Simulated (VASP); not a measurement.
# F (C2/m) in VASP: notebook

The runs below take F through single point, with PBEsol.

All numbers are computed with VASP 6.6.1; they aren't measurements. Logs are shortened: lines on timing, memory, paths and dates and some standing lists are left out, and cuts for length are marked.

### 1 The cell of the first run

Symmetry: C2/m, No. 12, monoclinic system. Conventional cell: a = 6.503 Å, b = 3.609 Å, c = 7.638 Å, α = 90.00°, β = 113.16°, γ = 90.00°. F (site symmetry m) has 1 F at 1.43 Å within 1.9 Å. Within 1.9 Å of F (site symmetry m) lie 1 F at 1.42 Å.

### 2 Single point, PBEsol (20.60 Å³/atom)

Contents of INCAR:

```
SYSTEM = F
  ALGO = Normal
  EDIFF = 1E-6
  ENCUT = 910
  GGA = PS
  GGA_COMPAT = .False.
  ISIF = 2
  ISMEAR = 0
  LASPH = .True.
  LCHARG = .False.
  LREAL = .False.
  LWAVE = .False.
  NBANDS = 22
  NELM = 120
  PREC = Accurate
  SIGMA = 0.05
```

Contents of KPOINTS:

```
k-points
0
Gamma
  4 4 2
  0 0 0
```

Contents of POSCAR:

```
F
1.0
    3.2417476322     -1.8043225525     -0.2500315435
    3.2417476322      1.8043225525     -0.2500315435
   -2.4551525991      0.0000000000      7.2331109735
F
4
Direct
    0.0848459664      0.0848459664      0.0940038325
    0.9151540336      0.9151540336      0.9059961675
    0.5015719855      0.5015719855      0.5937195244
    0.4984280145      0.4984280145      0.4062804756
```

Potentials or basis: VASP PAW PBE potentials, release 64 (F_h).

On the command line:

```sh
cat potpaw_PBE.64/F_h/POTCAR > POTCAR
mpirun -np 1 vasp_std > vasp.out
```

OUTCAR:

```text
SYSTEM = F
   EDIFF = 1E-6
   ENCUT = 910
   GGA = PS
   ISIF = 2
   ISMEAR = 0
   LASPH = .True.
   LREAL = .False.
   NELM = 120
   PREC = Accurate

 ion  position               nearest neighbor table
   1  0.085  0.085  0.094-   2 1.43
   2  0.915  0.915  0.906-   1 1.43
   3  0.502  0.502  0.594-   4 1.42
   4  0.498  0.498  0.406-   3 1.42

  LATTYP: Found a base centered monoclinic cell.
 ALAT       =     6.5027512589
 B/A-ratio  =     0.5549412797
 C/A-ratio  =     1.1746464453
 COS(beta)  =    -0.3932887867

  Lattice vectors:

 A1 = (   3.2417476322,  -1.8043225525,  -0.2500315435)
 A2 = (   3.2417476322,   1.8043225525,  -0.2500315435)
 A3 = (  -2.4551525991,   0.0000000000,   7.2331109735)

Analysis of symmetry for initial positions (statically):
=====================================================================
 Subroutine PRICEL returns:
 Original cell was already a primitive cell.

 Routine SETGRP: Setting up the symmetry group for a
 base centered monoclinic supercell.

 Subroutine GETGRP returns: Found  4 space group operations
 (whereof  4 operations were pure point group operations)
 out of a pool of  4 trial point group operations.

The static configuration has the point symmetry C_2h.

Analysis of symmetry for dynamics (positions and initial velocities):
=====================================================================
 Subroutine PRICEL returns:
 Original cell was already a primitive cell.

 Routine SETGRP: Setting up the symmetry group for a
 base centered monoclinic supercell.

 Subroutine GETGRP returns: Found  4 space group operations
 (whereof  4 operations were pure point group operations)
 out of a pool of  4 trial point group operations.

The dynamic configuration has the point symmetry C_2h.

 Subroutine INISYM returns: Found  4 space group operations
 (whereof  4 operations are pure point group operations),
 and found     1 'primitive' translations

----------------------------------------------------------------------------------------

                                     Primitive cell

  volume of cell :      82.4000

  direct lattice vectors                    reciprocal lattice vectors
     3.241747632 -1.804322552 -0.250031544     0.158384287 -0.277112315  0.053760767
     3.241747632  1.804322552 -0.250031544     0.158384287  0.277112315  0.053760767
    -2.455152599  0.000000000  7.233110973     0.010949941  0.000000000  0.141969863

  length of vectors
     3.718470567  3.718470567  7.638433651     0.323677367  0.323677367  0.142391514

  position of ions in fractional coordinates (direct lattice)
     0.084845966  0.084845966  0.094003833
     0.915154034  0.915154034  0.905996167
     0.501571985  0.501571985  0.593719524
     0.498428014  0.498428014  0.406280476

  ion indices of the primitive-cell ions
   primitive index   ion index
                 1           1
                 2           2
                 3           3
                 4           4

----------------------------------------------------------------------------------------

 KPOINTS: k-points

Automatic generation of k-mesh.
 Grid dimensions read from file:
 generate k-points for:    4    4    2

 Generating k-lattice:

  Cartesian coordinates                     Fractional coordinates (reciprocal lattice)
     0.039596072 -0.069278079  0.013440192     0.250000000 -0.000000000  0.000000000
     0.039596072  0.069278079  0.013440192    -0.000000000  0.250000000  0.000000000
     0.005474970  0.000000000  0.070984932     0.000000000  0.000000000  0.500000000

  Length of vectors
     0.080919342  0.080919342  0.071195757

  Shift w.r.t. Gamma in fractional coordinates (k-lattice)
     0.000000000  0.000000000  0.000000000

 Subroutine IBZKPT returns following result:
 ===========================================

 Found     14 irreducible k-points:

 Following reciprocal coordinates:
            Coordinates               Weight
  0.000000  0.000000  0.000000      1.000000
  0.250000  0.000000  0.000000      4.000000
  0.500000  0.000000  0.000000      2.000000
  0.250000  0.250000  0.000000      2.000000
  0.500000  0.250000 -0.000000      4.000000
 -0.250000  0.250000  0.000000      2.000000
  0.500000  0.500000  0.000000      1.000000
  0.000000  0.000000  0.500000      1.000000
  0.250000  0.000000  0.500000      4.000000
  0.500000  0.000000  0.500000      2.000000
  0.250000  0.250000  0.500000      2.000000
  0.500000  0.250000  0.500000      4.000000
 -0.250000  0.250000  0.500000      2.000000
  0.500000  0.500000  0.500000      1.000000
   k-points           NKPTS =     14   k-points in BZ     NKDIM =     14   number of bands    NBANDS=     22
   number of dos      NEDOS =    301   number of ions     NIONS =      4
   total plane-waves  NPLWV = 128000
   dimension x,y,z NGX =    40 NGY =   40 NGZ =   80
   dimension x,y,z NGXF=    80 NGYF=   80 NGZF=  160
   ions per type =               4
   NGX,Y,Z   is equivalent  to a cutoff of  17.88, 17.88, 17.41 a.u.
   NGXF,Y,Z  is equivalent  to a cutoff of  35.77, 35.77, 34.82 a.u.
 SYSTEM =  F
   PREC   = accura    normal or accurate (medium, high low for compatibility)
   ISTART =      0    job   : 0-new  1-cont  2-samecut
   ICHARG =      2    charge: 1-file 2-atom 10-const
   ISPIN  =      1    spin polarized calculation?
   LNONCOLLINEAR =      F non collinear calculations
   LSORBIT =      F    spin-orbit coupling
   LASPH  =      T    aspherical Exc in radial PAW
   ENCUT  =  910.0 eV  66.88 Ry    8.18 a.u.   9.15  9.15 18.79*2*pi/ulx,y,z
   NELM   =    120;   NELMIN=  2; NELMDL= -5     # of ELM steps
   EDIFF  = 0.1E-05   stopping-criterion for ELM
   LREAL  =      F    real-space projection
   EDIFFG = 0.1E-04   stopping-criterion for IOM
   NSW    =      0    number of steps for IOM
   IBRION =     -1    ionic relax: 0-MD 1-quasi-New 2-CG
   NFREE  =      0    steps in history (QN), initial steepest desc. (CG)
   ISIF   =      2    stress and relaxation
   ISYM   =      2    0-nonsym 1-usesym 2-fastsym
   POTIM  = 0.5000    time-step for ionic-motion
   TEBEG  =    0.0;   TEEND  =   0.0 temperature during run
   PSTRESS=    0.0 pullay stress
   NELECT =      28.0000    total number of electrons
   NUPDOWN=      -1.0000    fix difference up-down
   EMIN   =  10.00;   EMAX   =-10.00  energy-range for DOS
   EFERMI =   0.00;   METHOD = LEGACY
   ISMEAR =     0;   SIGMA  =   0.05  broadening in eV -4-tet -1-fermi 0-gaus
   EFERMI_NEDOS =   21; number of points for ismear=-14 and -15
   IALGO  =     38    algorithm
   IMIX   =      4    mixing-type and parameters
     AMIX     =   0.40;   BMIX     =  1.00
     AMIX_MAG =   1.60;   BMIX_MAG =  1.00
  volume/ion in A,a.u.               =      20.60       139.02
  Fermi-wavevector in a.u.,A,eV,Ry     =   1.142401  2.158824 17.756681  1.305079
  Thomas-Fermi vector in A             =   2.279099
   LORBIT       =      0    0 simple, 1 ext, 2 COOP (PROOUT), +10 PAW based schemes
   GGA     = PS    functional components
   LHFCALC =     F    Hartree Fock is set to
   AEXX    =    0.0000 exact exchange contribution
   IVDW    =     0    specifies the selected vdW correction
   LEPSILON=     F    determine dielectric tensor
   LRPA    =     F    only Hartree local field effects (RPA)
 non-spin polarized calculation
 Gauss-broadening in eV      SIGMA  =   0.05
  energy-cutoff  :      910.00
  volume of cell :       82.40
 maximum number of plane-waves:      5152
 NGX is ok and might be reduce to    40
   NGX = 19   NGY = 19   NGZ = 37

 number of electron      27.9999999 magnetization

 Free energy of the ion-electron system (eV)
  ---------------------------------------------------
  ext. energy  EPLUGINS =         0.00000000
  ---------------------------------------------------
  free energy    TOTEN  =        -7.94629184 eV

  energy without entropy =       -7.94629184  energy(sigma->0) =       -7.94629184

 E-fermi :  -5.4246     XC(G=0):  -6.4823

 val. band max:       -5.6980770594   @ k =   0.5000   0.5000   0.0000
 cond. band min:      -2.8347688778   @ k =   0.0000   0.0000   0.0000
 fundamental gap:      2.8633081816
 Fermi energy:        -5.4245803401

 k-point     1 :       0.0000    0.0000    0.0000
  band No.  band energies     occupation
      1     -30.3237      2.00000
      2     -30.1827      2.00000
      3     -24.2149      2.00000
      4     -24.0043      2.00000
      5     -12.1177      2.00000
      6     -11.6356      2.00000
[... 14 lines left out ...]
     21      13.4536      0.00000
     22      13.6788      0.00000

 k-point     2 :       0.2500    0.0000    0.0000
  band No.  band energies     occupation
      1     -30.3069      2.00000
      2     -30.1737      2.00000
      3     -24.1823      2.00000
      4     -24.0236      2.00000
      5     -12.0464      2.00000
      6     -11.6990      2.00000
[... 14 lines left out ...]
     21      11.1518      0.00000
     22      12.7795      0.00000

 k-point     3 :       0.5000    0.0000    0.0000
  band No.  band energies     occupation
      1     -30.2899      2.00000
      2     -30.1649      2.00000
      3     -24.1363      2.00000
      4     -24.0561      2.00000
      5     -11.9122      2.00000
      6     -11.8243      2.00000
[... 14 lines left out ...]
     21       9.9911      0.00000
     22      10.2538      0.00000
[... 226 lines left out ...]
 k-point    13 :      -0.2500    0.2500    0.5000
  band No.  band energies     occupation
      1     -30.2899      2.00000
      2     -30.1649      2.00000
      3     -24.1363      2.00000
      4     -24.0561      2.00000
      5     -11.9090      2.00000
      6     -11.8232      2.00000
[... 14 lines left out ...]
     21      10.3806      0.00000
     22      10.4184      0.00000

 k-point    14 :       0.5000    0.5000    0.5000
  band No.  band energies     occupation
      1     -30.2903      2.00000
      2     -30.1654      2.00000
      3     -24.1485      2.00000
      4     -24.0683      2.00000
      5     -11.9324      2.00000
      6     -11.8466      2.00000
[... 14 lines left out ...]
     21       8.9282      0.00000
     22       9.0261      0.00000

------------------------ aborting loop because EDIFF is reached ----------------------------------------

  FORCE on cell =-STRESS in cart. coord.  units (eV):
  Direction    XX          YY          ZZ          XY          YZ          ZX
  --------------------------------------------------------------------------------------
  -------------------------------------------------------------------------------------
  Total       -0.8210346     -0.4784176     -2.3473033      0.0000000      0.0000000     -0.1286575
  in kB      -15.9641146     -9.3023035    -45.6407294      0.0000000      0.0000000     -2.5016032
  external PRESSURE =     -23.6357158 kB  Pullay stress =       0.0000000 kB

 VOLUME and BASIS-vectors are now :
 -----------------------------------------------------------------------------
  energy-cutoff  :      910.00
  volume of cell :       82.40
      direct lattice vectors                 reciprocal lattice vectors
     3.241747632 -1.804322552 -0.250031544     0.158384287 -0.277112315  0.053760767
     3.241747632  1.804322552 -0.250031544     0.158384287  0.277112315  0.053760767
    -2.455152599  0.000000000  7.233110973     0.010949941  0.000000000  0.141969863

 POSITION                                       TOTAL-FORCE (eV/Angst)
 -----------------------------------------------------------------------------------
      0.31930      0.00000      0.63751        -0.354616      0.000000     -0.711172
      3.70904      0.00000      6.09554         0.354616      0.000000      0.711172
      1.79427      0.00000      4.04362         0.254499      0.000000     -0.761565
      2.23408      0.00000      2.68943        -0.254499      0.000000      0.761565
 -----------------------------------------------------------------------------------
    total drift:                                0.000000      0.000000     -0.000000

  FREE ENERGIE OF THE ION-ELECTRON SYSTEM (eV)
  ---------------------------------------------------
  free  energy   TOTEN  =        -7.9462918438 eV

  energy  without entropy=       -7.9462918438  energy(sigma->0) =       -7.94629184
```

Wall time 33 s (1 thread of Intel Xeon 6975P-C (Granite Rapids), shared host); peak memory 0.33 GiB.

Results:

```
Free energy            : -7.9463 eV
Pressure               : -2.4 GPa
Largest force          : 0.803 eV/Å
Band gap on the k mesh : 2.86 eV (least direct gap 2.94 eV)
```

Forces in eV/Å, atoms in the order of the input:
```
F   -0.355  0.000 -0.711
F    0.355  0.000  0.711
F    0.254  0.000 -0.762
F   -0.254  0.000  0.762
```

Stress tensor (GPa, compression positive):
```
-1.60  0.00 -0.25
 0.00 -0.93  0.00
-0.25  0.00 -4.56
```

Caveat: the k points lie up to 0.51 Å⁻¹ apart; the cutoff is under 1.25 times the usual one of these potentials, so pressure, stress and relaxed cells hold a basis-set (Pulay) error; the PAW data sets were made with another functional, which shifts forces and pressure a little. A k mesh can miss the band edges.

[end of part 1 of 2]
